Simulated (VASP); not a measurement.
Ti:

```
Ti
1.0
     0.00000    2.03000    2.03000
     2.03000    0.00000    2.03000
     2.03000    2.03000    0.00000
Ti
1
Cartesian
  0.0000 0.0000 0.0000
```

* Program: VASP 6.6.1
* Task: relaxation of cell and atoms
* Functional: r2SCAN
* Potentials or basis: VASP PAW PBE potentials, release 64 (Ti_sv)
* Cutoff: 600 eV
* k mesh: 11 × 11 × 11
* Occupations: fermi-dirac, width 0.05 eV
* Spin: no spin polarisation

At the start: pressure 4.7 GPa; volume 16.73 Å³/atom.

Where does the relaxation end?

Over 3 steps the energy falls by 9.9 meV/atom and the volume is 17.42 Å³/atom (+4.1 %); space group Fm-3m (No. 225, to 0.05 Å).

The path:
```csv
step,energy change (eV),largest force (eV/Å),pressure (GPa),volume (Å³)
1,0.0000,0.0000,4.73,16.73
2,-0.0046,0.0000,-3.15,17.96
3,-0.0099,0.0000,-0.03,17.42
```

Final structure:
```
Ti
1.0
     0.00000    2.05768    2.05768
     2.05768    0.00000    2.05768
     2.05768    2.05768    0.00000
Ti
1
Direct
  0.00000 0.00000 0.00000
```

Caveat: the PAW data sets were made with another functional, which shifts forces and pressure a little.
